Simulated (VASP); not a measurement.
# KZnF3 (P4/mmm) in VASP: further runs

Runs on KZnF3. Level: PBEsol. Tasks: single point.

Program: VASP 6.6.1. These are calculated values, not measurements. Logs are shortened: lines on timing, memory, paths and dates and some standing lists are left out, and cuts for length are marked.

### 1 The cell of the first run

It takes space group P4/mmm (No. 123, tetragonal). The conventional cell has a = 3.930 Å, b = 3.930 Å, c = 4.125 Å, α = 90.00°, β = 90.00°, γ = 90.00°. Within 3.7 Å of K (site symmetry 4/mmm) lie 12 F at 2.78 to 2.85 Å and 8 Zn at 3.46 Å. Within 2.6 Å of Zn (site symmetry 4/mmm) lie 6 F at 1.97 to 2.06 Å. Within 2.6 Å of F (site symmetry mmm) lie 2 Zn at 1.97 Å. Within 2.9 Å of F (site symmetry 4/mmm) lie 2 Zn at 2.06 Å and 4 K at 2.78 Å and 8 F at 2.85 Å.

### 2 Single point, PBEsol (biaxial strain in the a-b plane: -3.0 %)

INCAR reads:

```
SYSTEM = KZnF3
PREC = Accurate
ENCUT = 520
EDIFF = 1E-6
ISMEAR = 0
SIGMA = 0.02
LREAL = .False.
LASPH = .True.
NELM = 60
ALGO = Normal
ISIF = 2
LWAVE = .False.
LCHARG = .False.
GGA = PS
NBANDS = 29
```

KPOINTS reads:

```
Automatic mesh
0
Gamma
  6 6 6
  0 0 0
```

POSCAR reads:

```
KZnF3
1.0
    3.9303823840      0.0000000000      0.0000000000
    0.0000000000      3.9303823840      0.0000000000
    0.0000000000      0.0000000000      4.1248755329
K Zn F
1 1 3
Direct
    0.0000000000      0.0000000000      0.0000000000
    0.5000000000      0.5000000000      0.5000000000
    0.0000000000      0.5000000000      0.5000000000
    0.5000000000      0.0000000000      0.5000000000
    0.5000000000      0.5000000000      0.0000000000
```

Potentials or basis: VASP PAW PBE potentials, release 64 (K_sv, Zn, F).

The run is started by

```
$ cat potpaw_PBE.64/K_sv/POTCAR potpaw_PBE.64/Zn/POTCAR potpaw_PBE.64/F/POTCAR > POTCAR
$ mpirun -np 1 vasp_std > vasp.out
```

OUTCAR:

```text
SYSTEM = KZnF3
   PREC = Accurate
   ENCUT = 520
   EDIFF = 1E-6
   ISMEAR = 0
   LREAL = .False.
   LASPH = .True.
   NELM = 60
   ISIF = 2
   GGA = PS

 ion  position               nearest neighbor table
   1  0.000  0.000  0.000-   5 2.78   5 2.78   5 2.78   5 2.78   4 2.85   3 2.85   4 2.85   3 2.85
                             4 2.85   3 2.85   4 2.85   3 2.85
   2  0.500  0.500  0.500-   3 1.97   4 1.97   4 1.97   3 1.97   5 2.06   5 2.06
   3  0.000  0.500  0.500-   2 1.97   2 1.97   1 2.85   1 2.85   1 2.85   1 2.85
   4  0.500  0.000  0.500-   2 1.97   2 1.97   1 2.85   1 2.85   1 2.85   1 2.85
   5  0.500  0.500  0.000-   2 2.06   2 2.06   1 2.78   1 2.78   1 2.78   1 2.78

  LATTYP: Found a simple tetragonal cell.
 ALAT       =     3.9303823840
 C/A-ratio  =     1.0494845361

  Lattice vectors:

 A1 = (   3.9303823840,   0.0000000000,   0.0000000000)
 A2 = (   0.0000000000,   3.9303823840,   0.0000000000)
 A3 = (   0.0000000000,   0.0000000000,   4.1248755329)

Analysis of symmetry for initial positions (statically):
=====================================================================
 Subroutine PRICEL returns:
 Original cell was already a primitive cell.

 Routine SETGRP: Setting up the symmetry group for a
 simple tetragonal supercell.

 Subroutine GETGRP returns: Found 16 space group operations
 (whereof 16 operations were pure point group operations)
 out of a pool of 16 trial point group operations.

The static configuration has the point symmetry D_4h.

Analysis of symmetry for dynamics (positions and initial velocities):
=====================================================================
 Subroutine PRICEL returns:
 Original cell was already a primitive cell.

 Routine SETGRP: Setting up the symmetry group for a
 simple tetragonal supercell.

 Subroutine GETGRP returns: Found 16 space group operations
 (whereof 16 operations were pure point group operations)
 out of a pool of 16 trial point group operations.

The dynamic configuration has the point symmetry D_4h.

 Subroutine INISYM returns: Found 16 space group operations
 (whereof 16 operations are pure point group operations),
 and found     1 'primitive' translations

----------------------------------------------------------------------------------------

                                     Primitive cell

  volume of cell :      63.7207

  direct lattice vectors                    reciprocal lattice vectors
     3.930382384  0.000000000  0.000000000     0.254428171  0.000000000  0.000000000
     0.000000000  3.930382384  0.000000000     0.000000000  0.254428171  0.000000000
     0.000000000  0.000000000  4.124875533     0.000000000  0.000000000  0.242431558

  length of vectors
     3.930382384  3.930382384  4.124875533     0.254428171  0.254428171  0.242431558

  position of ions in fractional coordinates (direct lattice)
     0.000000000  0.000000000  0.000000000
     0.500000000  0.500000000  0.500000000
     0.000000000  0.500000000  0.500000000
     0.500000000  0.000000000  0.500000000
     0.500000000  0.500000000  0.000000000

  ion indices of the primitive-cell ions
   primitive index   ion index
                 1           1
                 2           2
                 3           3
                 4           4
                 5           5

----------------------------------------------------------------------------------------

 KPOINTS: Automatic mesh

Automatic generation of k-mesh.
 Grid dimensions read from file:
 generate k-points for:    6    6    6

 Generating k-lattice:

  Cartesian coordinates                     Fractional coordinates (reciprocal lattice)
     0.042404695  0.000000000  0.000000000     0.166666667  0.000000000  0.000000000
     0.000000000  0.042404695  0.000000000     0.000000000  0.166666667  0.000000000
     0.000000000  0.000000000  0.040405260     0.000000000  0.000000000  0.166666667

  Length of vectors
     0.042404695  0.042404695  0.040405260

  Shift w.r.t. Gamma in fractional coordinates (k-lattice)
     0.000000000  0.000000000  0.000000000

 Subroutine IBZKPT returns following result:
 ===========================================

 Found     40 irreducible k-points:

 Following reciprocal coordinates:
            Coordinates               Weight
  0.000000  0.000000  0.000000      1.000000
  0.166667  0.000000  0.000000      4.000000
  0.333333  0.000000  0.000000      4.000000
  0.500000  0.000000  0.000000      2.000000
  0.166667  0.166667  0.000000      4.000000
  0.333333  0.166667  0.000000      8.000000
[... 16 lines left out ...]
  0.333333  0.000000  0.333333      8.000000
  0.500000  0.000000  0.333333      4.000000
 [... further k-points ...]
   k-points           NKPTS =     40   k-points in BZ     NKDIM =     40   number of bands    NBANDS=     29
   number of dos      NEDOS =    301   number of ions     NIONS =      5
   total plane-waves  NPLWV =  28800
   dimension x,y,z NGX =    30 NGY =   30 NGZ =   32
   dimension x,y,z NGXF=    60 NGYF=   60 NGZF=   64
   ions per type =               1   1   3
   NGX,Y,Z   is equivalent  to a cutoff of  12.69, 12.69, 12.90 a.u.
   NGXF,Y,Z  is equivalent  to a cutoff of  25.38, 25.38, 25.79 a.u.
 SYSTEM =  KZnF3
   PREC   = accura    normal or accurate (medium, high low for compatibility)
   ISTART =      0    job   : 0-new  1-cont  2-samecut
   ICHARG =      2    charge: 1-file 2-atom 10-const
   ISPIN  =      1    spin polarized calculation?
   LNONCOLLINEAR =      F non collinear calculations
   LSORBIT =      F    spin-orbit coupling
   LASPH  =      T    aspherical Exc in radial PAW
   ENCUT  =  520.0 eV  38.22 Ry    6.18 a.u.   7.31  7.31  7.67*2*pi/ulx,y,z
   NELM   =     60;   NELMIN=  2; NELMDL= -5     # of ELM steps
   EDIFF  = 0.1E-05   stopping-criterion for ELM
   LREAL  =      F    real-space projection
   EDIFFG = 0.1E-04   stopping-criterion for IOM
   NSW    =      0    number of steps for IOM
   IBRION =     -1    ionic relax: 0-MD 1-quasi-New 2-CG
   NFREE  =      0    steps in history (QN), initial steepest desc. (CG)
   ISIF   =      2    stress and relaxation
   ISYM   =      2    0-nonsym 1-usesym 2-fastsym
   POTIM  = 0.5000    time-step for ionic-motion
   TEBEG  =    0.0;   TEEND  =   0.0 temperature during run
   PSTRESS=    0.0 pullay stress
   NELECT =      42.0000    total number of electrons
   NUPDOWN=      -1.0000    fix difference up-down
   EMIN   =  10.00;   EMAX   =-10.00  energy-range for DOS
   EFERMI =   0.00;   METHOD = LEGACY
   ISMEAR =     0;   SIGMA  =   0.02  broadening in eV -4-tet -1-fermi 0-gaus
   EFERMI_NEDOS =   21; number of points for ismear=-14 and -15
   IALGO  =     38    algorithm
   IMIX   =      4    mixing-type and parameters
     AMIX     =   0.40;   BMIX     =  1.00
     AMIX_MAG =   1.60;   BMIX_MAG =  1.00
  volume/ion in A,a.u.               =      12.74        86.00
  Fermi-wavevector in a.u.,A,eV,Ry     =   1.424725  2.692340 27.617676  2.029842
  Thomas-Fermi vector in A             =   2.545186
   LORBIT       =      0    0 simple, 1 ext, 2 COOP (PROOUT), +10 PAW based schemes
   GGA     = PS    functional components
   LHFCALC =     F    Hartree Fock is set to
   AEXX    =    0.0000 exact exchange contribution
   IVDW    =     0    specifies the selected vdW correction
   LEPSILON=     F    determine dielectric tensor
   LRPA    =     F    only Hartree local field effects (RPA)
 non-spin polarized calculation
 Gauss-broadening in eV      SIGMA  =   0.02
  energy-cutoff  :      520.00
  volume of cell :       63.72
 maximum number of plane-waves:      1743
 NGX is ok and might be reduce to    30
   NGX = 15   NGY = 15   NGZ = 15

 number of electron      41.9999970 magnetization

 Free energy of the ion-electron system (eV)
  ---------------------------------------------------
  ext. energy  EPLUGINS =         0.00000000
  ---------------------------------------------------
  free energy    TOTEN  =       -21.26202197 eV

  energy without entropy =      -21.26202197  energy(sigma->0) =      -21.26202197

 E-fermi :  -0.0956     XC(G=0): -10.3647

 val. band max:       -0.2743624956   @ k =   0.5000   0.5000   0.5000
 cond. band min:       3.3138316038   @ k =   0.0000   0.0000   0.0000
 fundamental gap:      3.5881940994
 Fermi energy:        -0.0956153054

 k-point     1 :       0.0000    0.0000    0.0000
  band No.  band energies     occupation
      1     -27.4936      2.00000
      2     -22.3797      2.00000
      3     -21.7326      2.00000
      4     -21.4395      2.00000
      5     -11.0940      2.00000
      6     -11.0397      2.00000
[... 21 lines left out ...]
     28      10.6087      0.00000
     29      13.1897      0.00000

 k-point     2 :       0.1667    0.0000    0.0000
  band No.  band energies     occupation
      1     -27.4852      2.00000
      2     -22.3354      2.00000
      3     -21.7603      2.00000
      4     -21.4496      2.00000
      5     -11.0776      2.00000
      6     -11.0415      2.00000
[... 21 lines left out ...]
     28      10.6541      0.00000
     29      13.4244      0.00000

 k-point     3 :       0.3333    0.0000    0.0000
  band No.  band energies     occupation
      1     -27.4683      2.00000
      2     -22.2256      2.00000
      3     -21.8419      2.00000
      4     -21.4648      2.00000
      5     -11.0449      2.00000
      6     -11.0444      2.00000
[... 21 lines left out ...]
     28      10.7311      0.00000
     29      13.3169      0.00000

 k-point     4 :       0.5000    0.0000    0.0000
  band No.  band energies     occupation
      1     -27.4597      2.00000
      2     -22.1431      2.00000
      3     -21.9119      2.00000
      4     -21.4700      2.00000
      5     -11.0465      2.00000
      6     -11.0275      2.00000
[... 597 lines left out ...]
     28      10.8496      0.00000
     29      12.3254      0.00000

 k-point    23 :       0.3333    0.0000    0.3333
  band No.  band energies     occupation
      1     -27.4546      2.00000
      2     -22.1641      2.00000
      3     -21.8371      2.00000
      4     -21.5093      2.00000
      5     -11.1051      2.00000
      6     -11.0595      2.00000
[... 21 lines left out ...]
     28      10.9324      0.00000
     29      11.9143      0.00000

 k-point    24 :       0.5000    0.0000    0.3333
  band No.  band energies     occupation
      1     -27.4477      2.00000
      2     -22.0530      2.00000
      3     -21.9274      2.00000
      4     -21.5149      2.00000
      5     -11.1075      2.00000
      6     -11.0922      2.00000
[... 21 lines left out ...]
     28      11.5010      0.00000
     29      12.0652      0.00000

 [... further k-points ...]
[... 5 lines left out ...]
  --------------------------------------------------------------------------------------
  -------------------------------------------------------------------------------------
  Total        2.5270995      2.5270995      0.5237897      0.0000000     -0.0000000      0.0000000
  in kB       63.5407699     63.5407699     13.1700388      0.0000000     -0.0000000      0.0000000
  external PRESSURE =      46.7505262 kB  Pullay stress =       0.0000000 kB

 VOLUME and BASIS-vectors are now :
 -----------------------------------------------------------------------------
  energy-cutoff  :      520.00
  volume of cell :       63.72
      direct lattice vectors                 reciprocal lattice vectors
     3.930382384  0.000000000  0.000000000     0.254428171  0.000000000  0.000000000
     0.000000000  3.930382384  0.000000000     0.000000000  0.254428171  0.000000000
     0.000000000  0.000000000  4.124875533     0.000000000  0.000000000  0.242431558

 POSITION                                       TOTAL-FORCE (eV/Angst)
 -----------------------------------------------------------------------------------
      0.00000      0.00000      0.00000         0.000000      0.000000      0.000000
      1.96519      1.96519      2.06244         0.000000      0.000000      0.000000
      0.00000      1.96519      2.06244         0.000000      0.000000      0.000000
      1.96519      0.00000      2.06244         0.000000      0.000000      0.000000
      1.96519      1.96519      0.00000         0.000000      0.000000      0.000000
 -----------------------------------------------------------------------------------
    total drift:                                0.000000      0.000000     -0.000000

  FREE ENERGIE OF THE ION-ELECTRON SYSTEM (eV)
  ---------------------------------------------------
  free  energy   TOTEN  =       -21.2620219678 eV

  energy  without entropy=      -21.2620219678  energy(sigma->0) =      -21.26202197
```

It took 72 s on 1 thread of Intel Xeon 8259CL, shared host; peak memory 0.22 GiB.

What came out:

```yaml
Free_energy: -21.2620 eV
Pressure: 4.7 GPa
Band_gap_on_the_k_mesh: 3.59 eV (least direct gap 5.81 eV)
```

Levels at points of the mesh, in eV from the valence-band top:
```
           k point  band 18  band 19  band 20  band 21  band 22  band 23  band 24  band 25
(0.00, 0.00, 0.00)    -2.50    -2.26    -2.23    -2.23     3.59     8.13     8.34     9.19
(0.50, 0.00, 0.00)    -2.40    -2.05    -2.02    -1.77     6.61     8.08     9.37    10.53
(0.50, 0.50, 0.00)    -2.14    -2.14    -1.92     0.00     8.07     9.97    10.09    10.09
(0.00, 0.00, 0.50)    -2.52    -2.01    -2.01    -1.83     6.28     7.88     9.04    10.84
(0.50, 0.00, 0.50)    -2.14    -2.09    -1.90    -0.25     7.87     9.72     9.76    10.01
(0.50, 0.50, 0.50)    -1.87    -1.87    -0.32     0.00     7.96     8.08     8.08    10.31
```

Caveat: the cell differs from its parent crystal (biaxial strain in the a-b plane: -3.0 %); the stress differs along the axes, from 1 to 6 GPa; the PAW data sets were made with another functional, which shifts forces and pressure a little. A k mesh can miss the band edges.

### 3 Single point, PBEsol (biaxial strain in the a-b plane: -3.0 %, then relaxed in part)

INCAR reads:

```
SYSTEM = KZnF3
PREC     = Accurate       ! precision mode
ENCUT    = 520            ! plane-wave cutoff, eV
EDIFF    = 1E-6           ! SCF threshold, eV
ISMEAR   = 0              ! smearing method
SIGMA    = 0.02           ! smearing width, eV
LREAL    = .False.        ! projectors in reciprocal space
LASPH    = .True.         ! aspherical terms in the spheres
NELM     = 80             ! most SCF steps
ALGO     = Normal         ! electronic algorithm
ISIF     = 2              ! what is computed and relaxed
LWAVE    = .False.        ! write WAVECAR
LCHARG   = .True.         ! write CHGCAR
GGA      = PS             ! functional
LELF     = .True.         ! ELF
LVHAR    = .True.       
NBANDS   = 29             ! bands
```

KPOINTS reads:

```
regular mesh
0
Gamma
  6 6 6
  0 0 0
```

Changes to POSCAR since step 2:

```diff
@@ -4,3 +4,3 @@
     0.0000000000      3.9303823840      0.0000000000
-    0.0000000000      0.0000000000      4.1248755329
+    0.0000000000      0.0000000000      4.1560122963
 K Zn F
```

Potentials or basis: VASP PAW PBE potentials, release 64 (K_sv, Zn, F).

The run is started by

```
$ cat potpaw_PBE.64/K_sv/POTCAR potpaw_PBE.64/Zn/POTCAR potpaw_PBE.64/F/POTCAR > POTCAR
$ mpirun -np 1 vasp_std > vasp.out
```

Wall time 75 s (1 thread of Intel Xeon 8259CL, shared host); peak memory 0.22 GiB.

It converged, with:

- Free energy: -21.2653 eV
- Pressure: 4.0 GPa
- Band gap on the k mesh: 3.55 eV (least direct gap 5.74 eV)

Stress tensor (GPa, compression positive):
```
5.82 0.00 0.00
0.00 5.82 0.00
0.00 0.00 0.24
```

Levels at points of the mesh, in eV from the valence-band top:
```csv
k point,band 19,band 20,band 21,band 22,band 23,band 24
"(0.00, 0.00, 0.00)",-2.23,-2.19,-2.19,3.55,8.13,8.36
"(0.50, 0.00, 0.00)",-2.05,-2.02,-1.78,6.57,8.06,9.39
"(0.50, 0.50, 0.00)",-2.14,-1.90,0.00,8.04,9.97,10.06
"(0.00, 0.00, 0.50)",-1.99,-1.99,-1.85,6.19,7.83,9.01
"(0.50, 0.00, 0.50)",-2.08,-1.88,-0.28,7.82,9.64,9.74
"(0.50, 0.50, 0.50)",-1.85,-0.37,0.00,7.93,8.07,8.07
```

Caveat: the cell differs from its parent crystal (biaxial strain in the a-b plane: -3.0 %, then relaxed in part); the stress differs along the axes, from 0 to 6 GPa; the PAW data sets were made with another functional, which shifts forces and pressure a little.

(Part 1 of 2 ends here.)
